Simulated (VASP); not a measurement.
Zr, 2 atoms in the cell. Symmetry: P6_3/mmc, No. 194, hexagonal system. Conventional cell: a = 3.253 Å, b = 3.253 Å, c = 5.206 Å, α = 90.00°, β = 90.00°, γ = 120.00°. Within 4.2 Å of Zr (site symmetry -6m2) lie 12 Zr at 3.21 to 3.25 Å.  This cell differs from its parent crystal: volume scaled by 1.020.

- Program: VASP 6.6.1
- Task: single point
- Functional: PBE
- Potentials or basis: VASP PAW PBE potentials, release 64 (Zr_sv)
- Cutoff: 520 eV
- k mesh: 16 × 16 × 10
- Occupations: gaussian, width 0.05 eV
- Spin: no spin polarisation
- Dipole correction: no
- Further INCAR settings: ALGO = Fast; EDIFF = 1e-06; NBANDS = 19

Potentials or basis: VASP PAW PBE potentials, release 64 (Zr_sv).

Launch:

```bash
$ cat potpaw_PBE.64/Zr_sv/POTCAR > POTCAR
$ mpirun -np 1 vasp_std > vasp.out
```

Hardware: 1 thread of Intel(R) Xeon(R) 6975P-C (Granite Rapids), on a shared host.

Question: Estimate the wall time of this run.

Answer: Run time: 71 s on 1 thread of Intel(R) Xeon(R) 6975P-C (Granite Rapids), with other jobs on the host, peak memory 0.25 GiB. Counts: scf iterations 19, k points 180.
